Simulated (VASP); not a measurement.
Runs of VASP 6.6.1 on O. The structure is that of space group C2/m (No. 12), or close to it. The cells are those of the table. 

| cell | gap on the mesh (eV) | pressure (GPa) | largest force (eV/Å) |
| --- | --- | --- | --- |
| a = 3.268, b = 3.268, c = 4.412 Å, angles 117.7, 117.7, 60.5°, 2 atoms | none | (a) | 1.46 |
| a = 3.235, b = 3.235, c = 4.464 Å, angles 117.0, 117.0, 60.5°, 2 atoms | none | -9.4 | 2.69 |
| a = 3.367, b = 3.367, c = 4.272 Å, angles 119.6, 119.6, 60.5°, 2 atoms | none | 1.6 | 3.18 |
| a = 3.334, b = 3.334, c = 4.316 Å, angles 118.9, 118.9, 60.5°, 2 atoms | none | -1.4 | 1.49 |
| a = 3.301, b = 3.301, c = 4.363 Å, angles 118.3, 118.3, 60.5°, 2 atoms | none | (b) | 0.16 |

Alike in all rows: task single point; level LDA; potentials or basis VASP PAW LDA potentials, release 64 (O); no spin polarisation; k mesh 7 × 7 × 5; cutoff (eV) 600; smearing fermi-dirac 0.05 eV.

Fill in the values left out.

(a) -6.9; (b) -4.2.

Caveats: spin is off for a triplet molecule; the standard files for N, O and F lose accuracy on very short bonds (at least some runs); forces of over 1 eV/Å act on the atoms, so gaps and moduli don't describe the material at rest (at least some runs); the stress differs along the axes, from -11 to -4 GPa (at least some runs); the stress differs along the axes, from -17 to -5 GPa (at least some runs); the stress differs along the axes, from -5 to 9 GPa (at least some runs); the stress differs along the axes, from -5 to 2 GPa (at least some runs).

A gap of «none» marks levels without a gap at the run's occupations.
